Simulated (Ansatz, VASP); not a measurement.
# One calculation of Bi, two programs

Contents of INCAR:

```
SYSTEM = Bi
  PREC = Accurate
  ENCUT = 520
  EDIFF = 1E-7
  ISMEAR = -1
  SIGMA = 0.05
  LREAL = .FALSE.
  LASPH = .TRUE.
  NELM = 60
  ALGO = Normal
  ISIF = 2
  LWAVE = .FALSE.
  LCHARG = .FALSE.
  GGA = PE
  NBANDS = 22
```

File KPOINTS:

```
regular mesh
0
G
  6 6 6
  0 0 0
```

POSCAR

```
Bi
1.0
    2.2675000000      1.3091417354      3.8592400000
   -2.2675000000      1.3091417354      3.8592400000
    0.0000000000     -2.6182834708      3.8592400000
Bi
2
Direct
    0.7660000000      0.7660000000      0.7660000000
    0.2340000000      0.2340000000      0.2340000000
```

File input.yaml:

```yaml
crystal:
  lattice:
    - [2.2675, 1.3091417354, 3.85924]
    - [-2.2675, 1.3091417354, 3.85924]
    - [0.0, -2.6182834708, 3.85924]
  atoms:
    - { symbol: Bi, position: [0.766, 0.766, 0.766] }
    - { symbol: Bi, position: [0.234, 0.234, 0.234] }
hamiltonian:
  xc: pbe
  pseudopotentials: { kind: paw }
kpoints:
  mp_grid: { grid: [6, 6, 6] }
scf:
  occupations: { method: fermi_dirac, width: 0.05 }
output:
  forces: true
  stress: true
  eigenvalues: true
  write_density: true
  write_potential: true
  elf: true
  volumetric_format: npy
```

Alike in both runs: task single point; functional PBE; k mesh 6 × 6 × 6; occupations fermi-dirac, width 0.05 eV; no spin polarisation.

|  | VASP | Ansatz |
| --- | --- | --- |
| version | VASP 6.6.1 | Ansatz 0.2.0 |
| potentials or method | VASP PAW PBE potentials, release 64 (Bi_d) | Ansatz PAW |
| plane-wave cutoff (eV) | 520 | 420 |
| valence electrons in the cell | 30 | 30 |

|  | VASP | Ansatz | Ansatz less VASP |
| --- | --- | --- | --- |
| gap on the k mesh at the Fermi level (eV) | none | none | - |
| pressure (GPa) | 3.1 | 3.2 | +0.06 |
| traceless stress, the component that is largest in VASP (GPa) | 0.35 | 0.36 | +0.004 |
| rms of the force components (eV/Å) | 0.133 | 0.129 | -0.0038 |

Atom by atom the forces differ by 0.004 eV/Å (rms over components). A gap of «none» marks a metal or a gap that the smearing closes. With one functional, cell and mesh, what is left measures potentials, basis and numerics.

Neither program's run includes spin-orbit coupling.
